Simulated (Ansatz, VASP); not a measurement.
# Two plane-wave programs on NaTa4F

```xyz
6
Lattice="0.0000 3.9614 3.9614 3.9614 0.0000 3.9614 3.9614 3.9614 0.0000" Properties=species:S:1:pos:R:3 pbc="T T T"
Na    5.9421    5.9421    5.9421
Ta    4.9237    4.9237    2.9991
Ta    2.9991    4.9237    4.9237
Ta    2.9991    2.9991    2.9991
Ta    4.9237    2.9991    4.9237
F     0.0000    0.0000    0.0000
```

Change from the starting cell: species swapped into the NdInNi4 type (F-43m, No. 216).

Alike in both runs: functional PBE; k mesh 4 × 4 × 4; occupations gaussian, width 0.1 eV; no spin polarisation.

Ansatz relaxed the structure, and its values are those at the end. VASP's run is a single point on that final structure, the one shown.

|  | VASP | Ansatz |
| --- | --- | --- |
| version | VASP 6.6.1 | Ansatz 0.2.0 |
| potentials or method | VASP PAW PBE potentials, release 64 (Na_pv, Ta_pv, F), cutoff 520 eV | scalar-relativistic, plane waves, PAW |
| valence electrons in the cell | 58 | 68 |

```csv
,VASP,Ansatz,Ansatz less VASP
gap on the k mesh at the Fermi level (eV),none,none,-
pressure (GPa),0.1,0.1,+0.02
```

A gap of «none» marks a metal or a gap that the smearing closes. The functional is the same, so the differences come from potentials, cutoffs and numerics. VASP's potentials hold 58 valence electrons a cell and Ansatz's 68, so a difference there can come from the potentials and not from the codes.

Neither program's run includes spin-orbit coupling.
